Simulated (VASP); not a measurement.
Set up this calculation in VASP 6.6.1, as the native input.

```yaml
Task: single point
Functional: PBE
Potentials_or_basis: VASP PAW PBE potentials, release 64 (Ca_sv, Al, O)
Cutoff: 520 eV
k_mesh: 4 × 4 × 4
Occupations: gaussian, width 0.1 eV
Spin: collinear spin, ferromagnetic start
Starting_moments: "[0.0, 0.0, 0.0, 0.0, 1.0] μB"
Dipole_correction: no
Further_INCAR_settings: ALGO = Fast; EDIFF = 1e-06; NBANDS = 28
```

The structure of Ca2Al2O lies in POSCAR:

```
Ca2Al2O
1.0
    6.3857725372      0.0000000000      0.0000000000
    0.0000000000      6.3857725372      0.0000000000
    0.0000000000      0.0000000000      4.1905976821
Ca Al O
2 2 1
Direct
    0.5000000000      0.5000000000      0.5000000000
    0.0000000000      0.0000000000      0.5000000000
    0.5000000000      0.0000000000      0.5000000000
    0.0000000000      0.5000000000      0.5000000000
    0.0000000000      0.0000000000      0.0000000000
```

The cell was generated, and may not be a known phase.

One way to write it, as run:

INCAR

```
PREC = Accurate
ENCUT = 520
EDIFF = 1E-6
ISMEAR = 0
SIGMA = 0.1
LREAL = F
LASPH = T
NELM = 150
ALGO = Fast
ISIF = 2
LWAVE = F
LCHARG = F
ISPIN = 2
MAGMOM = 0 0 0 0 1
LORBIT = 11
GGA = PE
NBANDS = 28
```

KPOINTS

```
regular mesh
0
Gamma
  4 4 4
```

Potentials or basis: VASP PAW PBE potentials, release 64 (Ca_sv, Al, O).

The run is started by

```sh
$ cat potpaw_PBE.64/Ca_sv/POTCAR potpaw_PBE.64/Al/POTCAR potpaw_PBE.64/O/POTCAR > POTCAR
$ mpirun -np 1 vasp_std > vasp.out
```

It gave:

* Pressure: 0.1 GPa
* Band gap on the k mesh: zero (filled and empty bands overlap)
* Net moment: 0.00 μB per cell
* Valence electrons inside the program's atomic spheres: Ca 8.07, 8.28; Al 0.76; O 4.92

Caveat: the k points lie up to 0.37 Å⁻¹ apart.

Run time: 7.5 min on 1 thread of Oxide Virtual Turin-like Processor, with other jobs on the host, peak memory 0.35 GiB.
